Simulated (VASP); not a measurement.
## Tb4S: relaxation of cell and atoms with PBE

Tb4S:

```
Tb S
1.0
    -3.30640    3.30640    3.30640
     3.30640   -3.30640    3.30640
     3.30640    3.30640   -3.30640
Tb S
4 1
Direct
  0.00000 0.00000 0.50000
  0.50000 0.00000 0.00000
  0.00000 0.50000 0.00000
  0.50000 0.50000 0.50000
  0.00000 0.00000 0.00000
```

The cell was built from a structure type or drawn by symmetry, and may not be a known phase.

```yaml
Program: VASP 6.6.1
Task: relaxation of cell and atoms
Functional: PBE
Potentials_or_basis: VASP PAW PBE potentials, release 64 (Tb_3, S), 4f in core
Cutoff: 500 eV
k_mesh: 8 × 8 × 8
Occupations: gaussian, width 0.1 eV
Spin: no spin polarisation
Dipole_correction: no
Mended: yes
Further_INCAR_settings: ALGO = Normal; EDIFF = 1e-07; IBRION = 2; EDIFFG = -0.01; NSW = 100; ISIF = 3
```

```yaml
Relaxed_volume: 28.83 Å³/atom
Relaxed_cell: a = 5.721 Å, b = 5.721 Å, c = 5.721 Å, α = 109.47°, β = 109.47°, γ = 109.47°
Space_group_after_relaxing_to_0.1_Å: Im-3m (No. 229)
Energy_gained_by_relaxing: 0.0 meV/atom
Ionic_steps: 2
Pressure_after_relaxing: 0.0 GPa
Band_gap_on_the_k_mesh: zero (bands 21 and 22 overlap by 0.90 eV)
```

Step by step:
```csv
step,energy change (eV),largest force (eV/Å),pressure (GPa),volume (Å³)
1,0.0000,0.0000,-0.12,144.59
2,-0.0001,0.0000,0.02,144.15
```

Final structure:
```
Tb S
1.0
    -3.30309    3.30309    3.30309
     3.30309   -3.30309    3.30309
     3.30309    3.30309   -3.30309
Tb S
4 1
Cartesian
  1.6515 1.6515 -1.6515
  -1.6515 1.6515 1.6515
  4.9546 1.6515 -1.6515
  1.6515 1.6515 1.6515
  0.0000 6.6062 0.0000
```

Levels at points of the mesh, in eV from the Fermi level:
| k point | band 17 | band 18 | band 19 | band 20 | band 21 | band 22 | band 23 | band 24 | band 25 |
| --- | --- | --- | --- | --- | --- | --- | --- | --- | --- |
| (0.00, 0.00, 0.00) | -3.80 | -2.11 | -2.11 | -0.88 | -0.88 | -0.43 | -0.43 | -0.43 | 2.57 |
| (0.50, 0.00, 0.00) | -1.72 | -1.69 | -0.67 | -0.31 | 0.15 | 0.27 | 0.54 | 1.07 | 1.73 |
| (0.50, 0.50, 0.50) | -1.20 | -1.20 | -1.20 | -0.04 | -0.04 | -0.04 | 0.20 | 0.20 | 1.39 |

It took 63 s on 1 thread of Intel(R) Xeon(R) 6975P-C (Granite Rapids), on a shared host, peak memory 0.31 GiB.

Caveat: spin-orbit coupling is left out, which moves the levels of the heavy elements; the 4f electrons are frozen in the core, so they carry no moment and show no levels; the run has no spin polarisation, though such a crystal can be magnetic. Spin polarisation is off, so any magnetic state and its effect on volume and gap are missing.
